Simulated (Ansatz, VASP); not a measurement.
Hg: VASP beside Ansatz

```
Hg
1.0
     3.39114    0.00000    0.00000
    -1.69557    2.93681    0.00000
     0.00000    0.00000    5.37553
Hg
2
Direct
  0.33333 0.66667 0.25000
  0.66667 0.33333 0.75000
```

Alike in both runs: task single point; functional revPBE; dispersion D4; k mesh 9 × 9 × 5; occupations methfessel-paxton of order 1, width 0.1 eV; no spin polarisation.

```csv
,VASP,Ansatz
version,VASP 6.6.1,Ansatz 0.2.0
potentials or method,"VASP PAW PBE potentials, release 64 (Hg)",Ansatz PAW
plane-wave cutoff (eV),520,420
valence electrons in the cell,24,40
```

Ansatz gave:

| Quantity | Value |
| --- | --- |
| gap on the k mesh at the Fermi level (eV) | none |
| pressure (GPa) | 0.0 |
| traceless stress, the component that is largest in VASP (GPa) | 0.49 |

What did VASP give for the same quantities?

gap on the k mesh at the Fermi level (eV): none; pressure (GPa): 0.2; traceless stress, the component that is largest in VASP (GPa): 0.50.

VASP's potentials were made for PBE, not for revPBE. A gap of «none» marks a metal or a gap that the smearing closes. VASP's potentials hold 24 valence electrons a cell and Ansatz's 40, so a difference there can come from the potentials and not from the codes.

Neither program's run includes spin-orbit coupling.
